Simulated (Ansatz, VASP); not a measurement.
One calculation of BN, two programs

```
N B
1.0
     2.55394    0.00000    0.00000
    -1.27697    2.21178    0.00000
     0.00000    0.00000    4.18459
N B
2 2
Direct
  0.33333 0.66667 0.12528
  0.66667 0.33333 0.62528
  0.33333 0.66667 0.49972
  0.66667 0.33333 0.99972
```

Alike in both runs: functional PBEsol; k mesh 10 × 10 × 6; occupations fermi-dirac, width 0.05 eV; no spin polarisation.

```csv
,VASP,Ansatz
version,VASP 6.6.1,Ansatz 0.2.0
potentials or method,"VASP PAW PBE potentials, release 64 (N, B)",Ansatz PAW
plane-wave cutoff (eV),600,420
valence electrons in the cell,16,16
task,single point,band structure
```

Ansatz gave:

* gap on the k mesh at the Fermi level (eV): 5.20
* least direct gap on the mesh (eV): 8.14
* pressure (GPa): -2.1
* traceless stress, the component that is largest in VASP (GPa): 6.16
* rms of the force components (eV/Å): 0.014

What did VASP give for the same quantities?

gap on the k mesh at the Fermi level (eV): 5.18; least direct gap on the mesh (eV): 8.14; pressure (GPa): -1.8; traceless stress, the component that is largest in VASP (GPa): 6.17; rms of the force components (eV/Å): 0.014.

VASP's potentials were made for PBE, not for PBEsol. Atom by atom the forces differ by 0.000 eV/Å (rms over components).

Noted on Ansatz's run: Pulay correction over one GPa; the k mesh misses the band edges, so the gap on the mesh is wider than the one along the path.
